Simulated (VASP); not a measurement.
Set up this calculation in VASP 6.6.1, as the native input.

```yaml
Task: single point
Functional: r2SCAN
Potentials_or_basis: VASP PAW PBE potentials, release 64 (Ta_sv_GW, N)
Cutoff: 660 eV
k_mesh: 7 × 7 × 7
Occupations: gaussian, width 0.05 eV
Spin: collinear spin, zero start
Starting_moments: "[0.0, 0.0] μB"
Hubbard_terms: Ta d U = 1.0 eV
Dipole_correction: no
Second_run: valence_matched
Further_INCAR_settings: ALGO = Normal; EDIFF = 1e-06; NBANDS = 20
```

Crystal: TaN.

```xyz
2
Lattice="0.0000 2.1790 2.1790 2.1790 0.0000 2.1790 2.1790 2.1790 0.0000" Properties=species:S:1:pos:R:3 pbc="T T T"
Ta    2.1790    2.1790    2.1790
N     0.0000    0.0000    0.0000
```

These files were run (other wordings do the same):

POSCAR

```
TaN
1.0
    0.0000000000      2.1790013100      2.1790013100
    2.1790013100      0.0000000000      2.1790013100
    2.1790013100      2.1790013100      0.0000000000
Ta N
1 1
Direct
    0.5000000000      0.5000000000      0.5000000000
    0.0000000000      0.0000000000      0.0000000000
```

INCAR.step1

```
SYSTEM = TaN
ALGO = Normal ; EDIFF = 1E-5
ENCUT = 660 ; GGA = PE
GGA_COMPAT = .FALSE. ; ISMEAR = 0
ISPIN = 2 ; LASPH = .TRUE.
LCHARG = .FALSE. ; LDAU = .TRUE.
LDAUJ = 0 0 ; LDAUL = 2 -1
LDAUTYPE = 2 ; LDAUU = 1 0
LMAXMIX = 4 ; LREAL = .FALSE.
LWAVE = .TRUE. ; MAGMOM = 0 0
NBANDS = 20 ; NELM = 200
PREC = Accurate ; SIGMA = 0.05
```

INCAR.step2

```
SYSTEM = TaN
ALGO = Normal ; EDIFF = 1E-6
ENCUT = 660 ; GGA_COMPAT = .FALSE.
ISIF = 2 ; ISMEAR = 0
ISPIN = 2 ; ISTART = 1
LASPH = .TRUE. ; LCHARG = .FALSE.
LDAU = .TRUE. ; LDAUJ = 0 0
LDAUL = 2 -1 ; LDAUPRINT = 1
LDAUTYPE = 2 ; LDAUU = 1 0
LMAXMIX = 4 ; LMIXTAU = .TRUE.
LORBIT = 11 ; LREAL = .FALSE.
LWAVE = .FALSE. ; MAGMOM = 0 0
METAGGA = R2SCAN ; NBANDS = 20
NELM = 200 ; PREC = Accurate
SIGMA = 0.05
```

KPOINTS

```
k-points
0
G
  7 7 7
  0 0 0
```

Potentials or basis: VASP PAW PBE potentials, release 64 (Ta_sv_GW, N).

Launch:

```sh
$ cat potpaw_PBE.64/Ta_sv_GW/POTCAR potpaw_PBE.64/N/POTCAR > POTCAR
$ cp INCAR.step1 INCAR
$ mpirun -np 1 vasp_std > vasp.out
$ cp INCAR.step2 INCAR
$ mpirun -np 1 vasp_std > vasp.out
```

Results of the run:

```yaml
Pressure: 12.7 GPa
Band_gap_on_the_k_mesh: zero (filled and empty bands overlap)
Net_moment: 0.00 μB per cell
Valence_electrons_inside_the_program's_atomic_spheres: Ta 11.23; N 3.83
```

Caveat: the PAW data sets were made with another functional, which shifts forces and pressure a little; spin-orbit coupling is left out, which moves the levels of the heavy elements.

Wall time 56 s on 1 thread of Intel(R) Xeon(R) 6975P-C (Granite Rapids), on a shared host, peak memory 0.21 GiB.
